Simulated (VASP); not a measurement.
# B3As (P6_3/mcm) in VASP: relaxation of cell and atoms with PBE

Aim: the relaxation of cell and atoms of B3As with PBE.

Everything below comes from runs of VASP 6.6.1. Logs are shortened: lines on timing, memory, paths and dates and some standing lists are left out, and cuts for length are marked.

### Step 1. The cell of the first run

Symmetry: P6_3/mcm, No. 193, hexagonal system. The conventional cell has a = 4.955 Å, b = 4.955 Å, c = 4.403 Å, α = 90.00°, β = 90.00°, γ = 120.00°. B (site symmetry m2m) has 2 As at 1.87 Å within 2.5 Å. Within 2.5 Å of As (site symmetry -3m) lie 6 B at 1.87 Å and 2 As at 2.20 Å.

The cell was generated, and may not be a known phase.

### Step 2. Relaxation of cell and atoms, PBE

Contents of INCAR:

```
SYSTEM = B3As
PREC = Accurate
ENCUT = 560
EDIFF = 1E-7
ISMEAR = 0
SIGMA = 0.1
LREAL = .FALSE.
LASPH = .TRUE.
NELM = 120
ALGO = Normal
ISIF = 3
LWAVE = .FALSE.
LCHARG = .FALSE.
GGA = PE
IBRION = 2
NSW = 90
EDIFFG = -0.04
GGA_COMPAT = .FALSE.
NELMIN = 4
```

Contents of KPOINTS:

```
Automatic mesh
0
G
  6 6 4
  0 0 0
```

Contents of POSCAR:

```
B3As
1.0
    4.9546496600      0.0000000000      0.0000000000
   -2.4773248300      4.2908524800      0.0000000000
    0.0000000000      0.0000000000      4.4029497900
B As
6 2
Direct
    0.6953384900      0.0000000000      0.7500000000
    0.0000000000      0.3046615100      0.2500000000
    0.3046615100      0.0000000000      0.2500000000
    0.0000000000      0.6953384900      0.7500000000
    0.6953384900      0.6953384900      0.2500000000
    0.3046615100      0.3046615100      0.7500000000
    0.0000000000      0.0000000000      0.0000000000
    0.0000000000      0.0000000000      0.5000000000
```

Potentials or basis: VASP PAW PBE potentials, release 64 (B, As_d).

On the command line:

```bash
$ cat potpaw_PBE.64/B/POTCAR potpaw_PBE.64/As_d/POTCAR > POTCAR
$ mpirun -np 1 vasp_std > vasp.out
```

OUTCAR:

```text
SYSTEM = B3As
   PREC = Accurate
   ENCUT = 560
   EDIFF = 1E-7
   ISMEAR = 0
   LREAL = .FALSE.
   LASPH = .TRUE.
   NELM = 120
   ISIF = 3
   GGA = PE
   IBRION = 2
   NSW = 90
   EDIFFG = -0.04
   NELMIN = 4

 ion  position               nearest neighbor table
   1  0.695  0.000  0.750-   7 1.87   8 1.87
   2  0.000  0.305  0.250-   7 1.87   8 1.87
   3  0.305  0.000  0.250-   7 1.87   8 1.87
   4  0.000  0.695  0.750-   7 1.87   8 1.87
   5  0.695  0.695  0.250-   7 1.87   8 1.87
   6  0.305  0.305  0.750-   7 1.87   8 1.87
   7  0.000  0.000  0.000-   1 1.87   3 1.87   2 1.87   4 1.87   5 1.87   6 1.87   8 2.20   8 2.20

   8  0.000  0.000  0.500-   1 1.87   3 1.87   2 1.87   4 1.87   5 1.87   6 1.87   7 2.20   7 2.20

  LATTYP: Found a hexagonal cell.
 ALAT       =     4.9546496600
 C/A-ratio  =     0.8886500746

  Lattice vectors:

 A1 = (   4.9546496600,   0.0000000000,   0.0000000000)
 A2 = (  -2.4773248300,   4.2908524800,   0.0000000000)
 A3 = (   0.0000000000,   0.0000000000,   4.4029497900)

Analysis of symmetry for initial positions (statically):
=====================================================================
 Subroutine PRICEL returns:
 Original cell was already a primitive cell.

 Routine SETGRP: Setting up the symmetry group for a
 hexagonal supercell.

 Subroutine GETGRP returns: Found 24 space group operations
 (whereof 12 operations were pure point group operations)
 out of a pool of 24 trial point group operations.

The static configuration has the point symmetry D_3d.
 The point group associated with its full space group is D_6h.

Analysis of symmetry for dynamics (positions and initial velocities):
=====================================================================
 Subroutine PRICEL returns:
 Original cell was already a primitive cell.

 Routine SETGRP: Setting up the symmetry group for a
 hexagonal supercell.

 Subroutine GETGRP returns: Found 24 space group operations
 (whereof 12 operations were pure point group operations)
 out of a pool of 24 trial point group operations.

The dynamic configuration has the point symmetry D_3d.
 The point group associated with its full space group is D_6h.

 Subroutine INISYM returns: Found 24 space group operations
 (whereof 12 operations are pure point group operations),
 and found     1 'primitive' translations

----------------------------------------------------------------------------------------

                                     Primitive cell

  volume of cell :      93.6053

  direct lattice vectors                    reciprocal lattice vectors
     4.954649660  0.000000000  0.000000000     0.201830617  0.116526961  0.000000000
    -2.477324830  4.290852480  0.000000000     0.000000000  0.233053922  0.000000000
     0.000000000  0.000000000  4.402949790     0.000000000  0.000000000  0.227120464

  length of vectors
     4.954649660  4.954649667  4.402949790     0.233053922  0.233053922  0.227120464

  position of ions in fractional coordinates (direct lattice)
     0.695338490  0.000000000  0.750000000
     0.000000000  0.304661510  0.250000000
     0.304661510  0.000000000  0.250000000
     0.000000000  0.695338490  0.750000000
     0.695338490  0.695338490  0.250000000
     0.304661510  0.304661510  0.750000000
     0.000000000  0.000000000  0.000000000
     0.000000000  0.000000000  0.500000000

  ion indices of the primitive-cell ions
   primitive index   ion index
                 1           1
                 2           2
                 3           3
                 4           4
                 5           5
                 6           6
                 7           7
                 8           8

----------------------------------------------------------------------------------------

 KPOINTS: Automatic mesh

Automatic generation of k-mesh.
 Grid dimensions read from file:
 generate k-points for:    6    6    4

 Generating k-lattice:

  Cartesian coordinates                     Fractional coordinates (reciprocal lattice)
     0.033638436  0.019421160  0.000000000     0.166666667 -0.000000000  0.000000000
     0.000000000  0.038842320  0.000000000     0.000000000  0.166666667  0.000000000
     0.000000000  0.000000000  0.056780116     0.000000000  0.000000000  0.250000000

  Length of vectors
     0.038842320  0.038842320  0.056780116

  Shift w.r.t. Gamma in fractional coordinates (k-lattice)
     0.000000000  0.000000000  0.000000000

 Subroutine IBZKPT returns following result:
 ===========================================

 Found     21 irreducible k-points:

 Following reciprocal coordinates:
            Coordinates               Weight
  0.000000  0.000000  0.000000      1.000000
  0.166667 -0.000000  0.000000      6.000000
  0.333333  0.000000  0.000000      6.000000
  0.500000  0.000000  0.000000      3.000000
  0.166667  0.166667  0.000000      6.000000
  0.333333  0.166667  0.000000     12.000000
[... 13 lines left out ...]
  0.333333  0.166667  0.500000     12.000000
  0.333333  0.333333  0.500000      2.000000
   k-points           NKPTS =     21   k-points in BZ     NKDIM =     21   number of bands    NBANDS=     29
   number of dos      NEDOS =    301   number of ions     NIONS =      8
   total plane-waves  NPLWV =  57600
   dimension x,y,z NGX =    40 NGY =   40 NGZ =   36
   dimension x,y,z NGXF=    80 NGYF=   80 NGZF=   72
   ions per type =               6   2
   NGX,Y,Z   is equivalent  to a cutoff of  13.42, 13.42, 13.59 a.u.
   NGXF,Y,Z  is equivalent  to a cutoff of  26.84, 26.84, 27.19 a.u.
 SYSTEM =  B3As
   PREC   = accura    normal or accurate (medium, high low for compatibility)
   ISTART =      0    job   : 0-new  1-cont  2-samecut
   ICHARG =      2    charge: 1-file 2-atom 10-const
   ISPIN  =      1    spin polarized calculation?
   LNONCOLLINEAR =      F non collinear calculations
   LSORBIT =      F    spin-orbit coupling
   LASPH  =      T    aspherical Exc in radial PAW
   ENCUT  =  560.0 eV  41.16 Ry    6.42 a.u.   9.56  9.56  8.50*2*pi/ulx,y,z
   NELM   =    120;   NELMIN=  4; NELMDL= -5     # of ELM steps
   EDIFF  = 0.1E-06   stopping-criterion for ELM
   LREAL  =      F    real-space projection
   EDIFFG = -.4E-01   stopping-criterion for IOM
   NSW    =     90    number of steps for IOM
   IBRION =      2    ionic relax: 0-MD 1-quasi-New 2-CG
   NFREE  =      1    steps in history (QN), initial steepest desc. (CG)
   ISIF   =      3    stress and relaxation
   ISYM   =      2    0-nonsym 1-usesym 2-fastsym
   POTIM  = 0.5000    time-step for ionic-motion
   TEBEG  =    0.0;   TEEND  =   0.0 temperature during run
   PSTRESS=    0.0 pullay stress
   NELECT =      48.0000    total number of electrons
   NUPDOWN=      -1.0000    fix difference up-down
   EMIN   =  10.00;   EMAX   =-10.00  energy-range for DOS
   EFERMI =   0.00;   METHOD = LEGACY
   ISMEAR =     0;   SIGMA  =   0.10  broadening in eV -4-tet -1-fermi 0-gaus
   EFERMI_NEDOS =   21; number of points for ismear=-14 and -15
   IALGO  =     38    algorithm
   IMIX   =      4    mixing-type and parameters
     AMIX     =   0.40;   BMIX     =  1.00
     AMIX_MAG =   1.60;   BMIX_MAG =  1.00
  volume/ion in A,a.u.               =      11.70        78.96
  Fermi-wavevector in a.u.,A,eV,Ry     =   1.310354  2.476209 23.361563  1.717026
  Thomas-Fermi vector in A             =   2.440890
   LORBIT       =      0    0 simple, 1 ext, 2 COOP (PROOUT), +10 PAW based schemes
   GGA     = PE    functional components
   LHFCALC =     F    Hartree Fock is set to
   AEXX    =    0.0000 exact exchange contribution
   IVDW    =     0    specifies the selected vdW correction
   LEPSILON=     F    determine dielectric tensor
   LRPA    =     F    only Hartree local field effects (RPA)
 conjugate gradient relaxation of ions
 non-spin polarized calculation
 Gauss-broadening in eV      SIGMA  =   0.10
  energy-cutoff  :      560.00
  volume of cell :       93.61
 maximum number of plane-waves:      2861
 NGX is ok and might be reduce to    40
   NGX = 19   NGY = 19   NGZ = 17

--------------------------------------- Ionic step        1  -------------------------------------------

 number of electron      47.9999997 magnetization

 Free energy of the ion-electron system (eV)
  ---------------------------------------------------
  ext. energy  EPLUGINS =         0.00000000
  ---------------------------------------------------
  free energy    TOTEN  =       -19.76744637 eV

  energy without entropy =      -19.75092526  energy(sigma->0) =      -19.75918582

------------------------ aborting loop because EDIFF is reached ----------------------------------------

  FORCE on cell =-STRESS in cart. coord.  units (eV):
  Direction    XX          YY          ZZ          XY          YZ          ZX
  --------------------------------------------------------------------------------------
  -------------------------------------------------------------------------------------
  Total       22.5787231     22.5787231     59.4705704      0.0000000      0.0000000     -0.0000000
  in kB      386.4645756    386.4645770   1017.9171205      0.0000000      0.0000000     -0.0000000
  external PRESSURE =     596.9487577 kB  Pullay stress =       0.0000000 kB
[... 107 lines left out ...]
  FREE ENERGIE OF THE ION-ELECTRON SYSTEM (eV)
  ---------------------------------------------------
  free  energy   TOTEN  =       -29.1104098283 eV

  energy  without entropy=      -29.0872590816  energy(sigma->0) =      -29.09883445

 E-fermi :   2.3546     XC(G=0):  -9.8210

 val. band max:        2.3517203173   @ k =   0.1667  -0.0000   0.0000
 cond. band min:       2.3642412228   @ k =   0.3333   0.3333   0.0000
 fundamental gap:      0.0125209055
 Fermi energy:         2.3545651180

 k-point     1 :       0.0000    0.0000    0.0000
  band No.  band energies     occupation
      1     -34.2064      2.00000
      2     -34.1292      2.00000
      3     -34.1292      2.00000
      4     -34.0765      2.00000
      5     -34.0765      2.00000
      6     -34.0579      2.00000
[... 661 lines left out ...]
     28       3.2974      0.00000
     29       4.7934      0.00000

 E-fermi :   2.8550     XC(G=0): -10.1797

 val. band max:        2.8412090466   @ k =   0.5000   0.0000   0.2500
 cond. band min:       2.8657061406   @ k =   0.1667  -0.0000   0.2500
 fundamental gap:      0.0244970940
 Fermi energy:         2.8550195879

 k-point     1 :       0.0000    0.0000    0.0000
  band No.  band energies     occupation
      1     -33.4870      2.00000
      2     -33.4242      2.00000
      3     -33.4242      2.00000
      4     -33.3793      2.00000
      5     -33.3793      2.00000
      6     -33.3609      2.00000
[... 661 lines left out ...]
     28       3.6963      0.00000
     29       5.7550      0.00000

 E-fermi :  10.0887     XC(G=0): -13.3132

 val. band max:       10.0539541893   @ k =   0.3333   0.0000   0.5000
 cond. band min:      10.2361049010   @ k =   0.0000   0.0000   0.2500
 fundamental gap:      0.1821507117
 Fermi energy:        10.0886713008

 k-point     1 :       0.0000    0.0000    0.0000
  band No.  band energies     occupation
      1     -26.7252      2.00000
      2     -26.6961      2.00000
      3     -26.6897      2.00000
      4     -26.6897      2.00000
      5     -26.6802      2.00000
      6     -26.6802      2.00000
[... 661 lines left out ...]
     28      13.8877      0.00000
     29      17.0382      0.00000

[... ionic steps 4 to 28 ...]

--------------------------------------- Ionic step       29  -------------------------------------------

 number of electron      48.0000067 magnetization

------------------------ aborting loop because EDIFF is reached ----------------------------------------

  FORCE on cell =-STRESS in cart. coord.  units (eV):
  Direction    XX          YY          ZZ          XY          YZ          ZX
  --------------------------------------------------------------------------------------
  -------------------------------------------------------------------------------------
  Total       -0.3729125     -0.3729125      0.7809155     -0.0000000     -0.0000000     -0.0000000
  in kB       -7.6338919     -7.6338919     15.9861232     -0.0000000     -0.0000000     -0.0000000
  external PRESSURE =       0.2394465 kB  Pullay stress =       0.0000000 kB
[... 69 lines left out ...]
  energy  without entropy=      -43.6420096989  energy(sigma->0) =      -43.64893791

--------------------------------------- Ionic step       31  -------------------------------------------

 number of electron      48.0000114 magnetization

 Free energy of the ion-electron system (eV)
  ---------------------------------------------------
  ext. energy  EPLUGINS =         0.00000000
  ---------------------------------------------------
  free energy    TOTEN  =       -43.65702173 eV

  energy without entropy =      -43.64499462  energy(sigma->0) =      -43.65100818

 E-fermi :   6.4410     XC(G=0): -11.8798

 val. band max:        6.4335560477   @ k =   0.1667  -0.0000   0.5000
 cond. band min:       6.5403724220   @ k =   0.1667  -0.0000   0.0000
 fundamental gap:      0.1068163743
 Fermi energy:         6.4410300847

 k-point     1 :       0.0000    0.0000    0.0000
  band No.  band energies     occupation
      1     -30.0744      2.00000
      2     -30.0480      2.00000
      3     -30.0480      2.00000
      4     -30.0444      2.00000
      5     -30.0444      2.00000
      6     -30.0295      2.00000
[... 696 lines left out ...]
  FREE ENERGIE OF THE ION-ELECTRON SYSTEM (eV)
  ---------------------------------------------------
  free  energy   TOTEN  =       -43.6570217345 eV

  energy  without entropy=      -43.6449946223  energy(sigma->0) =      -43.65100818

 reached required accuracy - stopping structural energy minimisation
```

Run time: 25 min. Hardware: 1 thread of Intel Xeon Platinum 8259CL at 2.50GHz (Skylake/Cascade Lake), shared host; peak memory 0.27 GiB.

What came out:

| Property | Result |
| --- | --- |
| Free energy | -43.6570 eV |
| Relaxed volume | 9.79 Å³/atom |
| Relaxed cell | a = 3.439 Å, b = 3.439 Å, c = 7.644 Å, α = 90.00°, β = 90.00°, γ = 120.00° |
| Space group after relaxing (to 0.1 Å) | P6/mmm (No. 191) |
| Pressure after relaxing | 0.1 GPa |
| Largest force after relaxing | 0.006 eV/Å |
| Band gap on the k mesh | zero (bands 24 and 25 overlap by 3.91 eV) |

Forces on the atoms (eV/Å):
```
B    0.006  0.000  0.000
B    0.003 -0.005  0.000
B   -0.006  0.000  0.000
B   -0.003  0.005  0.000
B    0.003  0.005  0.000
B   -0.003 -0.005  0.000
As   0.000  0.000  0.000
As   0.000  0.000  0.000
```

Final structure:
```cif
data_structure
_symmetry_space_group_name_H-M 'P 1'
_symmetry_Int_Tables_number 1
_cell_length_a 3.4391
_cell_length_b 3.4391
_cell_length_c 7.6437
_cell_angle_alpha 90.000
_cell_angle_beta 90.000
_cell_angle_gamma 120.000
_cell_volume 78.29
loop_
_atom_site_label
_atom_site_type_symbol
_atom_site_fract_x
_atom_site_fract_y
_atom_site_fract_z
_atom_site_occupancy
B1 B 0.49971 0.00000 0.75000 1
B2 B 0.00000 0.50028 0.25000 1
B3 B 0.50029 0.00000 0.25000 1
B4 B 0.00000 0.49971 0.75000 1
B5 B 0.49971 0.49971 0.25000 1
B6 B 0.50028 0.50028 0.75000 1
As1 As 0.00000 0.00000 0.00000 1
As2 As 0.00000 0.00000 0.50000 1
```

Levels at points of the mesh, in eV from the Fermi level:
```
           k point  band 22  band 23  band 24  band 25  band 26  band 27
(0.00, 0.00, 0.00)    -0.09     1.10     1.10     1.42     1.97     1.97
(0.50, 0.00, 0.00)    -3.34    -2.90    -1.86    -1.43     0.65     3.48
(0.00, 0.00, 0.50)    -3.30     2.31     2.31     2.31     2.31     2.49
(0.50, 0.00, 0.50)    -4.42     0.33     0.33     0.50     0.50     1.99
```

Caveat: the volume moved by over 15 % at a fixed basis, so the end points are rough.

The gap in the log of VASP goes by the Fermi energy; the results here count the filled bands.